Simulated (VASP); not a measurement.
Set up this calculation in VASP 6.6.1, as the native input.

- Task: single point
- Functional: r2SCANh
- Potentials or basis: VASP PAW PBE potentials, release 64 (Ga_d, N)
- Cutoff: 520 eV
- k mesh: 5 × 5 × 5
- Occupations: fermi-dirac, width 0.05 eV
- Spin: no spin polarisation
- Dipole correction: no
- Grid for exact exchange (PRECFOCK): Normal
- Further INCAR settings: ALGO = Normal; EDIFF = 1e-07; NBANDS = 16
- Share of exact exchange: 0.1

Crystal: GaN.

```
Ga N
1.0
     0.00000    2.22304    2.22304
     2.22304    0.00000    2.22304
     2.22304    2.22304    0.00000
Ga N
1 1
Cartesian
  0.0000 0.0000 0.0000
  1.1115 1.1115 1.1115
```

One way to write it, as run:

POSCAR

```
GaN
1.0
    0.0000000000      2.2230441631      2.2230441631
    2.2230441631      0.0000000000      2.2230441631
    2.2230441631      2.2230441631      0.0000000000
Ga N
1 1
Direct
    0.0000000000      0.0000000000      0.0000000000
    0.2500000000      0.2500000000      0.2500000000
```

INCAR.step1

```
PREC = Accurate ; ENCUT = 520
EDIFF = 1E-5 ; ISMEAR = -1
SIGMA = 0.05 ; LREAL = F
LASPH = T ; NELM = 80
ALGO = Normal ; ISIF = 2
LWAVE = T ; LCHARG = F
GGA = PE ; NBANDS = 16
```

INCAR.step2

```
PREC = Accurate ; ENCUT = 520
EDIFF = 1E-7 ; ISMEAR = -1
SIGMA = 0.05 ; LREAL = F
LASPH = T ; NELM = 80
ALGO = Normal ; ISIF = 2
LWAVE = F ; LCHARG = F
METAGGA = R2SCAN ; LHFCALC = T
AEXX = 0.1 ; LMIXTAU = T
PRECFOCK = Normal ; ISTART = 1
NBANDS = 16
```

KPOINTS

```
regular mesh
0
Gamma
  5 5 5
```

Potentials or basis: VASP PAW PBE potentials, release 64 (Ga_d, N).

Run with:

```bash
$ cat potpaw_PBE.64/Ga_d/POTCAR potpaw_PBE.64/N/POTCAR > POTCAR
$ cp INCAR.step1 INCAR
$ mpirun -np 1 vasp_std > vasp.out
$ cp INCAR.step2 INCAR
$ mpirun -np 1 vasp_std > vasp.out
```

It gave:

| Item | Value |
| --- | --- |
| Pressure | 6.9 GPa |
| Band gap on the k mesh | 3.15 eV |

Caveat: the k points lie up to 0.49 Å⁻¹ apart; the PAW data sets were made with another functional, which shifts forces and pressure a little.

Run time: 22 min on 1 thread of AMD EPYC 7R43 64-Core Processor (Zen 3), on a shared host, peak memory 0.12 GiB.
